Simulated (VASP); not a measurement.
Crystal: MoPt3.

```
CELL_PARAMETERS angstrom
3.97952 0.00000 0.00000
0.00000 3.97952 0.00000
0.00000 0.00000 3.97952
ATOMIC_POSITIONS crystal
Mo 0.00000 0.00000 0.00000
Pt 0.50000 0.50000 0.00000
Pt 0.50000 0.00000 0.50000
Pt 0.00000 0.50000 0.50000
```

| Item | Value |
| --- | --- |
| Program | VASP 6.6.1 |
| Task | relaxation of cell and atoms |
| Functional | PBEsol |
| Potentials or basis | VASP PAW PBE potentials, release 64 (Mo_sv, Pt) |
| Cutoff | 600 eV |
| k mesh | 5 × 5 × 5 |
| Occupations | methfessel-paxton, width 0.1 eV |
| Spin | no spin polarisation |

At the start: pressure -12.9 GPa; volume 15.76 Å³/atom.

Q: How do energy, volume and symmetry change on relaxing?

A: Over 4 steps the energy falls by 32.0 meV/atom and the volume is 15.00 Å³/atom (-4.8 %); space group Pm-3m (No. 221, to 0.05 Å).

Step by step:
```csv
step,energy change (eV),largest force (eV/Å),pressure (GPa),volume (Å³)
1,0.0000,0.0000,-12.85,63.02
2,1.0991,0.0000,57.89,52.18
3,-0.1277,0.0000,-0.75,60.14
4,-0.1281,0.0000,-0.20,60.02
```

Final structure:
```
Mo Pt
1.0
     3.91529    0.00000    0.00000
     0.00000    3.91529    0.00000
     0.00000    0.00000    3.91529
Mo Pt
1 3
Direct
  0.00000 0.00000 0.00000
  0.50000 0.50000 0.00000
  0.50000 0.00000 0.50000
  0.00000 0.50000 0.50000
```

Caveat: the PAW data sets were made with another functional, which shifts forces and pressure a little.
